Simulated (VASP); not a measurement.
# TePb (Fm-3m) in VASP: further runs

Aim: see how the results for TePb move with the level of theory and the settings. Levels: PBE, LDA. Tasks: single point.

Everything below comes from runs of VASP 6.6.1. Logs are shortened: lines on timing, memory, paths and dates and some standing lists are left out, and cuts for length are marked.

### 1 The cell of the first run

Symmetry: Fm-3m, No. 225, cubic system. The conventional cell has a = 6.536 Å, b = 6.536 Å, c = 6.536 Å, α = 90.00°, β = 90.00°, γ = 90.00°. Within 4.3 Å of Pb (site symmetry m-3m) lie 6 Te at 3.27 Å. Te (site symmetry m-3m) has 6 Pb at 3.27 Å within 4.3 Å.

### 2 Single point, PBE

Input file INCAR:

```
SYSTEM = TePb
ALGO = Normal ; EDIFF = 1E-6
ENCUT = 520 ; GGA = PE
ISIF = 2 ; ISMEAR = 0
LASPH = .TRUE. ; LCHARG = .FALSE.
LREAL = .FALSE. ; LWAVE = .FALSE.
NBANDS = 17 ; NELM = 80
PREC = Accurate ; SIGMA = 0.01
```

Input file KPOINTS:

```
k-points
0
G
  4 4 4
  0 0 0
```

Input file POSCAR:

```
TePb
1.0
    0.0000000000      3.2678368411      3.2678368411
    3.2678368411      0.0000000000      3.2678368411
    3.2678368411      3.2678368411      0.0000000000
Pb Te
1 1
Direct
    0.0000000000      0.0000000000      0.0000000000
    0.5000000000      0.5000000000      0.5000000000
```

Potentials or basis: VASP PAW PBE potentials, release 64 (Pb_d, Te).

Command:

```sh
$ cat potpaw_PBE.64/Pb_d/POTCAR potpaw_PBE.64/Te/POTCAR > POTCAR
$ mpirun -np 1 vasp_std > vasp.out
```

OUTCAR:

```text
SYSTEM = TePb
   EDIFF = 1E-6
   ENCUT = 520
   GGA = PE
   ISIF = 2
   ISMEAR = 0
   LASPH = .TRUE.
   LREAL = .FALSE.
   NELM = 80
   PREC = Accurate

 ion  position               nearest neighbor table
   1  0.000  0.000  0.000-   2 3.27   2 3.27   2 3.27   2 3.27   2 3.27   2 3.27
   2  0.500  0.500  0.500-   1 3.27   1 3.27   1 3.27   1 3.27   1 3.27   1 3.27

  LATTYP: Found a face centered cubic cell.
 ALAT       =     6.5356736822

  Lattice vectors:

 A1 = (   0.0000000000,   3.2678368411,   3.2678368411)
 A2 = (   3.2678368411,   0.0000000000,   3.2678368411)
 A3 = (   3.2678368411,   3.2678368411,   0.0000000000)

Analysis of symmetry for initial positions (statically):
=====================================================================
 Subroutine PRICEL returns:
 Original cell was already a primitive cell.

 Routine SETGRP: Setting up the symmetry group for a
 face centered cubic supercell.

 Subroutine GETGRP returns: Found 48 space group operations
 (whereof 48 operations were pure point group operations)
 out of a pool of 48 trial point group operations.

The static configuration has the point symmetry O_h .

Analysis of symmetry for dynamics (positions and initial velocities):
=====================================================================
 Subroutine PRICEL returns:
 Original cell was already a primitive cell.

 Routine SETGRP: Setting up the symmetry group for a
 face centered cubic supercell.

 Subroutine GETGRP returns: Found 48 space group operations
 (whereof 48 operations were pure point group operations)
 out of a pool of 48 trial point group operations.

The dynamic configuration has the point symmetry O_h .

 Subroutine INISYM returns: Found 48 space group operations
 (whereof 48 operations are pure point group operations),
 and found     1 'primitive' translations

----------------------------------------------------------------------------------------

                                     Primitive cell

  volume of cell :      69.7929

  direct lattice vectors                    reciprocal lattice vectors
     0.000000000  3.267836841  3.267836841    -0.153006415  0.153006415  0.153006415
     3.267836841  0.000000000  3.267836841     0.153006415 -0.153006415  0.153006415
     3.267836841  3.267836841  0.000000000     0.153006415  0.153006415 -0.153006415

  length of vectors
     4.621419180  4.621419180  4.621419180     0.265014885  0.265014885  0.265014885

  position of ions in fractional coordinates (direct lattice)
[... 62 lines left out ...]
   EDIFF  = 0.1E-05   stopping-criterion for ELM
   LREAL  =      F    real-space projection
   EDIFFG = 0.1E-04   stopping-criterion for IOM
   NSW    =      0    number of steps for IOM
   IBRION =     -1    ionic relax: 0-MD 1-quasi-New 2-CG
   NFREE  =      0    steps in history (QN), initial steepest desc. (CG)
   ISIF   =      2    stress and relaxation
   ISYM   =      2    0-nonsym 1-usesym 2-fastsym
   POTIM  = 0.5000    time-step for ionic-motion
   TEBEG  =    0.0;   TEEND  =   0.0 temperature during run
   PSTRESS=    0.0 pullay stress
   NELECT =      20.0000    total number of electrons
   NUPDOWN=      -1.0000    fix difference up-down
   EMIN   =  10.00;   EMAX   =-10.00  energy-range for DOS
   EFERMI =   0.00;   METHOD = LEGACY
   ISMEAR =     0;   SIGMA  =   0.01  broadening in eV -4-tet -1-fermi 0-gaus
   EFERMI_NEDOS =   21; number of points for ismear=-14 and -15
   IALGO  =     38    algorithm
   IMIX   =      4    mixing-type and parameters
     AMIX     =   0.40;   BMIX     =  1.00
     AMIX_MAG =   1.60;   BMIX_MAG =  1.00
  volume/ion in A,a.u.               =      34.90       235.49
  Fermi-wavevector in a.u.,A,eV,Ry     =   1.079314  2.039608 15.849680  1.164919
  Thomas-Fermi vector in A             =   2.215276
   LORBIT       =      0    0 simple, 1 ext, 2 COOP (PROOUT), +10 PAW based schemes
   GGA     = PE    functional components
   LHFCALC =     F    Hartree Fock is set to
   AEXX    =    0.0000 exact exchange contribution
   IVDW    =     0    specifies the selected vdW correction
   LEPSILON=     F    determine dielectric tensor
   LRPA    =     F    only Hartree local field effects (RPA)
 non-spin polarized calculation
 Gauss-broadening in eV      SIGMA  =   0.01
  energy-cutoff  :      520.00
  volume of cell :       69.79
 maximum number of plane-waves:      1893
 NGX is ok and might be reduce to    36
   NGX = 17   NGY = 17   NGZ = 17

 number of electron      20.0000002 magnetization

 Free energy of the ion-electron system (eV)
  ---------------------------------------------------
  ext. energy  EPLUGINS =         0.00000000
  ---------------------------------------------------
  free energy    TOTEN  =        -7.51353181 eV

  energy without entropy =       -7.51353181  energy(sigma->0) =       -7.51353181

 E-fermi :   5.2852     XC(G=0):  -9.1513

 val. band max:        5.1837100878   @ k =   0.5000   0.0000   0.0000
 cond. band min:       5.9868526161   @ k =   0.5000   0.0000   0.0000
 fundamental gap:      0.8031425283
 Fermi energy:         5.2852095020

 k-point     1 :       0.0000    0.0000    0.0000
  band No.  band energies     occupation
      1     -11.4846      2.00000
      2     -11.4846      2.00000
      3     -11.4777      2.00000
      4     -11.4777      2.00000
      5     -11.4777      2.00000
      6      -6.5522      2.00000
[... 137 lines left out ...]
      4     -11.4711      2.00000
      5     -11.4552      2.00000
      6      -4.8420      2.00000
[... 9 lines left out ...]
     16      16.0912      0.00000
     17      16.1541      0.00000

------------------------ aborting loop because EDIFF is reached ----------------------------------------

  FORCE on cell =-STRESS in cart. coord.  units (eV):
  Direction    XX          YY          ZZ          XY          YZ          ZX
  --------------------------------------------------------------------------------------
  -------------------------------------------------------------------------------------
  Total        0.2431819      0.2431819      0.2431819      0.0000000      0.0000000     -0.0000000
  in kB        5.5825250      5.5825250      5.5825250      0.0000000      0.0000000     -0.0000000
  external PRESSURE =       5.5825250 kB  Pullay stress =       0.0000000 kB

 VOLUME and BASIS-vectors are now :
 -----------------------------------------------------------------------------
  energy-cutoff  :      520.00
  volume of cell :       69.79
      direct lattice vectors                 reciprocal lattice vectors
     0.000000000  3.267836841  3.267836841    -0.153006415  0.153006415  0.153006415
     3.267836841  0.000000000  3.267836841     0.153006415 -0.153006415  0.153006415
     3.267836841  3.267836841  0.000000000     0.153006415  0.153006415 -0.153006415

 POSITION                                       TOTAL-FORCE (eV/Angst)
 -----------------------------------------------------------------------------------
      0.00000      0.00000      0.00000         0.000000     -0.000000     -0.000000
      3.26784      3.26784      3.26784         0.000000      0.000000      0.000000
 -----------------------------------------------------------------------------------
    total drift:                               -0.000000      0.000000      0.000000

  FREE ENERGIE OF THE ION-ELECTRON SYSTEM (eV)
  ---------------------------------------------------
  free  energy   TOTEN  =        -7.5135318117 eV

  energy  without entropy=       -7.5135318117  energy(sigma->0) =       -7.51353181
```

Wall time 5.7 s (1 thread of Intel Xeon 6975P-C (Granite Rapids), shared host); peak memory 0.2 GiB.

What came out:

| Quantity | Value |
| --- | --- |
| Free energy | -7.5135 eV |
| Pressure | 0.6 GPa |
| Band gap on the k mesh | 0.80 eV, direct |

Caveat: spin-orbit coupling is left out, which moves the levels of the heavy elements. A k mesh can miss the band edges.

### 3 Single point, PBE

Input file INCAR:

```
  PREC = Accurate
  ENCUT = 520
  EDIFF = 1E-7
  ISMEAR = 0
  SIGMA = 0.01
  LREAL = F
  LASPH = T
  NELM = 60
  ALGO = Normal
  ISIF = 2
  LWAVE = F
  LCHARG = T
  GGA = PE
  LELF = T
  LVHAR = T
  NBANDS = 17
```

Input file KPOINTS:

```
regular mesh
0
Gamma
  4 4 4
```

POSCAR is that of step 2.

Potentials or basis: VASP PAW PBE potentials, release 64 (Pb_d, Te).

Command:

```sh
$ cat potpaw_PBE.64/Pb_d/POTCAR potpaw_PBE.64/Te/POTCAR > POTCAR
$ mpirun -np 1 vasp_std > vasp.out
```

Wall time 7.6 s (1 thread of Intel Xeon 6975P-C (Granite Rapids), shared host); peak memory 0.2 GiB.

The run converged. Its results:

```yaml
Free_energy: -7.5135 eV
Pressure: 0.6 GPa
Band_gap_on_the_k_mesh: 0.80 eV, direct
```

Levels at points of the mesh, in eV from the valence-band top:
| k point | band 7 | band 8 | band 9 | band 10 | band 11 | band 12 | band 13 | band 14 |
| --- | --- | --- | --- | --- | --- | --- | --- | --- |
| (0.00, 0.00, 0.00) | -5.68 | -1.21 | -1.21 | -1.21 | 4.04 | 4.04 | 4.04 | 5.88 |
| (0.50, 0.00, 0.00) | -8.41 | -0.78 | -0.78 | 0.00 | 0.80 | 1.36 | 1.36 | 8.35 |
| (0.50, 0.50, 0.00) | -7.24 | -4.23 | -2.60 | -2.60 | 3.44 | 5.36 | 5.36 | 6.52 |

Caveat: spin-orbit coupling is left out, which moves the levels of the heavy elements.

### 4 Single point, LDA

This run uses another cell than the first one, of 32.49 Å³/atom, 0.931 times its volume.

Input file INCAR:

```
SYSTEM = TePb
PREC = Accurate
ENCUT = 520
EDIFF = 1E-6
ISMEAR = -1
SIGMA = 0.02
LREAL = .FALSE.
LASPH = .TRUE.
NELM = 80
ALGO = Normal
ISIF = 2
LWAVE = .FALSE.
LCHARG = .FALSE.
NBANDS = 17
```

Input file KPOINTS:

```
Automatic mesh
0
G
  6 6 6
  0 0 0
```

Input file POSCAR:

```
TePb
1.0
    0.0000000000      3.1908206183      3.1908206183
    3.1908206183      0.0000000000      3.1908206183
    3.1908206183      3.1908206183      0.0000000000
Pb Te
1 1
Direct
    0.0000000000      0.0000000000      0.0000000000
    0.5000000000      0.5000000000      0.5000000000
```

Potentials or basis: VASP PAW LDA potentials, release 64 (Pb_d, Te).

Command:

```sh
$ cat potpaw_LDA.64/Pb_d/POTCAR potpaw_LDA.64/Te/POTCAR > POTCAR
$ mpirun -np 1 vasp_std > vasp.out
```

Wall time 7.8 s (1 thread of Intel Xeon 6975P-C (Granite Rapids), shared host); peak memory 0.17 GiB.

The run converged. Its results:

- Free energy: -8.7757 eV
- Pressure: 0.1 GPa
- Band gap on the k mesh: 0.56 eV, direct

Levels at points of the mesh, in eV from the valence-band top:
```tsv
k point	band 6	band 7	band 8	band 9	band 10	band 11	band 12	band 13	band 14	band 15
(0.00, 0.00, 0.00)	-12.38	-5.59	-1.50	-1.50	-1.50	4.02	4.02	4.02	5.69	5.69
(0.50, 0.00, 0.00)	-10.85	-8.85	-0.99	-0.99	0.00	0.56	1.10	1.10	8.33	9.20
(0.50, 0.50, 0.00)	-10.56	-7.42	-4.83	-3.04	-3.04	3.08	5.52	5.52	6.82	10.17
```

Caveat: spin-orbit coupling is left out, which moves the levels of the heavy elements. A k mesh can miss the band edges.
